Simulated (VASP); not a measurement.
# SiC (P6_3mc) in VASP: a series of runs, part 2 of 2

VASP 6.6.1. The steps go on from the part before.

**6. Single point, PBE**

This run uses another cell than the first one, of 9.40 Å³/atom, 0.827 times its volume.

Contents of INCAR:

```
PREC = Accurate ; ENCUT = 520
EDIFF = 1E-7 ; ISMEAR = 0
SIGMA = 0.02 ; LREAL = False
LASPH = True ; NELM = 60
ALGO = Normal ; ISIF = 2
LWAVE = False ; LCHARG = False
GGA = PE ; NBANDS = 16
```

Contents of KPOINTS:

```
Automatic mesh
0
Gamma
  12 12 6
```

Contents of POSCAR:

```
SiC
1.0
    2.9064203243      0.0000000000      0.0000000000
   -1.4532101621      2.5170338349      0.0000000000
    0.0000000000      0.0000000000      5.1412506122
Si C
2 2
Direct
    0.3333333333      0.6666666667      0.5044832449
    0.6666666667      0.3333333333      1.0044832449
    0.3333333333      0.6666666667      0.8705167551
    0.6666666667      0.3333333333      0.3705167551
```

Potentials or basis: VASP PAW PBE potentials, release 64 (Si, C).

The run is started by

```bash
> cat potpaw_PBE.64/Si/POTCAR potpaw_PBE.64/C/POTCAR > POTCAR
> mpirun -np 1 vasp_std > vasp.out
```

OUTCAR:

```text
PREC = Accurate
   ENCUT = 520
   EDIFF = 1E-7
   ISMEAR = 0
   LREAL = False
   LASPH = True
   NELM = 60
   ISIF = 2
   GGA = PE

 ion  position               nearest neighbor table
   1  0.333  0.667  0.504-   4 1.81   4 1.81   4 1.81   3 1.88   2 3.07   2 3.07   2 3.07   2 3.07
                             2 3.07   2 3.07
   2  0.667  0.333  0.004-   3 1.81   3 1.81   3 1.81   4 1.88   1 3.07   1 3.07   1 3.07   1 3.07
                             1 3.07   1 3.07
   3  0.333  0.667  0.871-   2 1.81   2 1.81   2 1.81   1 1.88
   4  0.667  0.333  0.371-   1 1.81   1 1.81   1 1.81   2 1.88

  LATTYP: Found a hexagonal cell.
 ALAT       =     2.9064203243
 C/A-ratio  =     1.7689287985

  Lattice vectors:

 A1 = (   2.9064203243,   0.0000000000,   0.0000000000)
 A2 = (  -1.4532101621,   2.5170338349,   0.0000000000)
 A3 = (   0.0000000000,   0.0000000000,   5.1412506122)

Analysis of symmetry for initial positions (statically):
=====================================================================
 Subroutine PRICEL returns:
 Original cell was already a primitive cell.

 Routine SETGRP: Setting up the symmetry group for a
 hexagonal supercell.

[... 169 lines left out ...]
  free energy    TOTEN  =       -29.48101408 eV

  energy without entropy =      -29.48101408  energy(sigma->0) =      -29.48101408

 E-fermi :   9.8229     XC(G=0): -11.7817

 val. band max:        9.6999611412   @ k =   0.0000   0.0000   0.0000
 cond. band min:      11.0425761065   @ k =   0.3333   0.3333   0.0000
 fundamental gap:      1.3426149653
 Fermi energy:         9.8228870210

 k-point     1 :       0.0000    0.0000    0.0000
  band No.  band energies     occupation
      1      -6.9700      2.00000
      2      -3.5885      2.00000
      3      -0.1819      2.00000
      4       8.5666      2.00000
      5       8.6605      2.00000
      6       8.6605      2.00000
[... 433 lines left out ...]
      3       1.8756      2.00000
      4       3.2307      2.00000
      5       4.4385      2.00000
      6       6.9069      2.00000
[... 8 lines left out ...]
     15      21.3047      0.00000
     16      22.5947      0.00000

 [... further k-points ...]
[... 5 lines left out ...]
  --------------------------------------------------------------------------------------
  -------------------------------------------------------------------------------------
  Total       10.4629346     10.4629346     -0.0613828      0.0000000      0.0000000      0.0000000
  in kB      445.7053466    445.7053466     -2.6148152      0.0000000      0.0000000      0.0000000
  external PRESSURE =     296.2652927 kB  Pullay stress =       0.0000000 kB

 VOLUME and BASIS-vectors are now :
 -----------------------------------------------------------------------------
  energy-cutoff  :      520.00
  volume of cell :       37.61
      direct lattice vectors                 reciprocal lattice vectors
     2.906420324  0.000000000  0.000000000     0.344065857  0.198646515  0.000000000
    -1.453210162  2.517033835  0.000000000     0.000000000  0.397293030  0.000000000
     0.000000000  0.000000000  5.141250612     0.000000000  0.000000000  0.194505204

 POSITION                                       TOTAL-FORCE (eV/Angst)
 -----------------------------------------------------------------------------------
     -0.00000      1.67802      2.59367         0.000000     -0.000000     -0.002038
      1.45321      0.83901      0.02305        -0.000000     -0.000000     -0.002038
     -0.00000      1.67802      4.47554        -0.000000     -0.000000      0.002038
      1.45321      0.83901      1.90492         0.000000      0.000000      0.002038
 -----------------------------------------------------------------------------------
    total drift:                                0.000000      0.000000     -0.000527

  FREE ENERGIE OF THE ION-ELECTRON SYSTEM (eV)
  ---------------------------------------------------
  free  energy   TOTEN  =       -29.4810140826 eV

  energy  without entropy=      -29.4810140826  energy(sigma->0) =      -29.48101408
```

OSZICAR:

```text
N       E                     dE             d eps       ncg     rms          rms(c)
DAV:   1     0.265716849898E+02    0.26572E+02   -0.72854E+03  2432   0.904E+02
DAV:   2    -0.314014347721E+02   -0.57973E+02   -0.52780E+02  3416   0.164E+02
DAV:   3    -0.337871550306E+02   -0.23857E+01   -0.23786E+01  3168   0.304E+01
DAV:   4    -0.338023365626E+02   -0.15182E-01   -0.15180E-01  3000   0.299E+00
DAV:   5    -0.338024686384E+02   -0.13208E-03   -0.13207E-03  3088   0.262E-01    0.140E+01
DAV:   6    -0.296403618964E+02    0.41621E+01   -0.69472E+00  3024   0.166E+01    0.649E+00
DAV:   7    -0.295026687109E+02    0.13769E+00   -0.13327E+00  3440   0.693E+00    0.269E+00
DAV:   8    -0.294826063898E+02    0.20062E-01   -0.58572E-02  2832   0.152E+00    0.719E-01
DAV:   9    -0.294807889743E+02    0.18174E-02   -0.77592E-03  3240   0.624E-01    0.124E-01
DAV:  10    -0.294809918071E+02   -0.20283E-03   -0.87639E-04  3024   0.185E-01    0.573E-02
DAV:  11    -0.294810137902E+02   -0.21983E-04   -0.49469E-05  3200   0.534E-02    0.204E-02
DAV:  12    -0.294810135227E+02    0.26741E-06   -0.51762E-06  2960   0.158E-02    0.592E-03
DAV:  13    -0.294810140376E+02   -0.51486E-06   -0.13303E-06  3144   0.790E-03    0.231E-03
DAV:  14    -0.294810140826E+02   -0.45043E-07   -0.54995E-08  1800   0.163E-03
   1 F= -.29481014E+02 E0= -.29481014E+02  d E =-.102473E-20
```

stdout:

```text
POSCAR found type information on POSCAR SiC
 POSCAR found :  2 types and       4 ions
 scaLAPACK will be used
 LDA part: xc-table for (Slater+PW92), standard interpolation
 POSCAR, INCAR and KPOINTS ok, starting setup
 FFT: planning ... GRIDC
 FFT: planning ... GRID_SOFT
 FFT: planning ... GRID
 WAVECAR not read
 entering main loop
```

Wall time 41 s (1 thread of Intel Xeon Platinum 8259CL at 2.50GHz (Skylake/Cascade Lake), shared host); peak memory 0.17 GiB.

What came out:

```
Free energy            : -29.4810 eV
Pressure               : 29.6 GPa
Band gap on the k mesh : 1.34 eV, indirect (least direct gap 4.35 eV)
```

Forces on the atoms (eV/Å):
```
Si   0.000  0.000 -0.002
Si   0.000  0.000 -0.002
C    0.000  0.000  0.002
C    0.000  0.000  0.002
```

Stress tensor (GPa, compression positive):
```
44.57  0.00  0.00
 0.00 44.57  0.00
 0.00  0.00 -0.26
```

Levels at points of the mesh, in eV from the valence-band top:
```csv
k point,band 6,band 7,band 8,band 9,band 10,band 11
"(0.00, 0.00, 0.00)",-1.04,0.00,0.00,5.00,6.58,7.66
"(0.50, 0.00, 0.00)",-4.01,-3.30,-1.43,3.23,3.35,7.33
"(0.00, 0.00, 0.50)",-0.55,-0.55,-0.55,7.22,7.22,8.24
"(0.50, 0.00, 0.50)",-3.20,-2.51,-2.51,2.74,2.74,5.34
```

A k mesh can miss the band edges. As with any semilocal functional, this PBE gap is likely too small.

**7. Summary**

```tsv
cell	gap on the mesh (eV)	pressure (GPa)
a = 3.277, b = 3.277, c = 4.892 Å, angles 90.0, 90.0, 120.0°, 4 atoms	1.77	-13.1
a = 3.277, b = 3.277, c = 5.025 Å, angles 90.0, 90.0, 120.0°, 4 atoms	1.90	-18.0
a = 2.906, b = 2.906, c = 5.141 Å, angles 90.0, 90.0, 120.0°, 4 atoms	1.34	29.6
```

Alike in all rows: task single point; level PBE; potentials or basis VASP PAW PBE potentials, release 64 (Si, C); no spin polarisation; k mesh 12 × 12 × 6; cutoff (eV) 520; smearing gaussian 0.02 eV.

Total energies depend on the potentials used, so only differences within one code and one set of settings carry meaning.
